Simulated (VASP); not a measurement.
Runs of VASP 6.6.1 on Rh. The structure is that of space group P6_3/mmc (No. 194), or close to it. The cells are those of the table. This isn't the form of Rh at room conditions, which is fcc.

| cell | k mesh | gap on the mesh (eV) | pressure (GPa) |
| --- | --- | --- | --- |
| a = 2.691, b = 2.691, c = 4.330 Å, angles 90.0, 90.0, 120.0°, 2 atoms | 18 × 18 × 10 | none | 5.3 |
| a = 2.636, b = 2.636, c = 4.248 Å, angles 90.0, 90.0, 120.0°, 2 atoms | 18 × 18 × 10 | none | 26.7 |
| a = 2.766, b = 2.766, c = 4.088 Å, angles 90.0, 90.0, 120.0°, 2 atoms | 24 × 24 × 12 | none | 9.1 |
| a = 2.698, b = 2.698, c = 4.359 Å, angles 90.0, 90.0, 120.0°, 2 atoms | 12 × 12 × 4 | none | (a) |
| a = 2.731, b = 2.731, c = 4.175 Å, angles 90.0, 90.0, 120.0°, 2 atoms | 24 × 24 × 12 | none | (b) |

Alike in all rows: task single point; level r2SCAN; potentials or basis VASP PAW PBE potentials, release 64 (Rh_pv); no spin polarisation; cutoff (eV) 520; smearing gaussian 0.1 eV.

Task: Fill in the values left out.

Result: (a) 1.3; (b) 8.8.

Caveats: some runs use coarse meshes; the PAW data sets were made with another functional, which shifts forces and pressure a little; the cell stands under pressure (at least some runs); the stress differs along the axes, from 1 to 25 GPa (at least some runs); the stress differs along the axes, from 4 to 19 GPa (at least some runs).

A k mesh can miss the band edges, and the runs leave out spin-orbit coupling on Rh.

A gap of «none» marks levels without a gap at the run's occupations.
